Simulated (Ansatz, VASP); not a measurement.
P5C in VASP and in Ansatz

```xyz
6
Lattice="4.3058 0.0000 0.0000 -2.1529 3.7289 0.0000 0.0000 0.0000 4.8032" Properties=species:S:1:pos:R:3 pbc="T T T"
P     2.1529    1.2430    3.5459
P     0.0000    0.0000    0.0000
P     2.1529    1.2430    1.2573
P     0.0000    2.4859    1.2573
P     0.0000    2.4859    3.5459
C     0.0000    0.0000    2.4016
```

Change from the starting cell: species swapped into the BaSn5 type (P6/mmm, No. 191).

Alike in both runs: functional PBE; k mesh 12 × 12 × 8; occupations gaussian, width 0.1 eV; no spin polarisation.

Ansatz relaxed the structure, and its values are those at the end. VASP's run is a single point on that final structure, the one shown.

|  | VASP | Ansatz |
| --- | --- | --- |
| version | VASP 6.6.1 | Ansatz 0.2.0 |
| potentials or method | VASP PAW PBE potentials, release 64 (P, C), cutoff 520 eV | scalar-relativistic, plane waves, PAW |
| valence electrons in the cell | 29 | 29 |

Ansatz gave:

```
gap on the k mesh at the Fermi level (eV) : none
pressure (GPa)                            : 0.0
rms of the force components (eV/Å)        : 0.002
```

Question: Estimate VASP's values.

Answer: gap on the k mesh at the Fermi level (eV): none; pressure (GPa): -0.2; rms of the force components (eV/Å): 0.009.

A gap of «none» marks a metal or a gap that the smearing closes.
